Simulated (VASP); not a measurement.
Write the native input for VASP 6.6.1 that does the following.

```yaml
Task: single point
Functional: PBE
Potentials_or_basis: VASP PAW PBE potentials, release 64 (Pb_d, Se)
Cutoff: 520 eV
k_mesh: 7 × 7 × 7
Occupations: gaussian, width 0.023 eV
Spin: no spin polarisation
Dipole_correction: no
Further_INCAR_settings: ALGO = Normal; EDIFF = 1e-07; NBANDS = 17
```

The structure of PbSe lies in POSCAR:

```
PbSe
1.0
    3.7843220000      0.0000000000      0.0000000000
    0.0000000000      3.7843220000      0.0000000000
    0.0000000000      0.0000000000      3.7843220000
Pb Se
1 1
Direct
    0.0000000000      0.0000000000      0.0000000000
    0.5000000000      0.5000000000      0.5000000000
```

These files were run (other wordings do the same):

INCAR

```
  ALGO = Normal
  EDIFF = 1E-7
  ENCUT = 520
  GGA = PE
  ISIF = 2
  ISMEAR = 0
  LASPH = True
  LCHARG = True
  LELF = True
  LREAL = False
  LVHAR = True
  LWAVE = False
  NBANDS = 17
  NELM = 80
  PREC = Accurate
  SIGMA = 0.023
```

KPOINTS

```
k-points
0
Gamma
  7 7 7
```

Potentials or basis: VASP PAW PBE potentials, release 64 (Pb_d, Se).

Command:

```bash
$ cat potpaw_PBE.64/Pb_d/POTCAR potpaw_PBE.64/Se/POTCAR > POTCAR
$ mpirun -np 1 vasp_std > vasp.out
```

It gave:

```
Pressure               : -0.2 GPa
Band gap on the k mesh : zero (band 10 reaches 5.29 eV, above the bottom of band 11 at 5.19 eV)
```

Caveat: spin-orbit coupling is left out, which moves the levels of the heavy elements.

It took 11 s on 1 thread of Intel(R) Xeon(R) Platinum 8559C (Emerald Rapids), with other jobs on the host, peak memory 0.16 GiB.
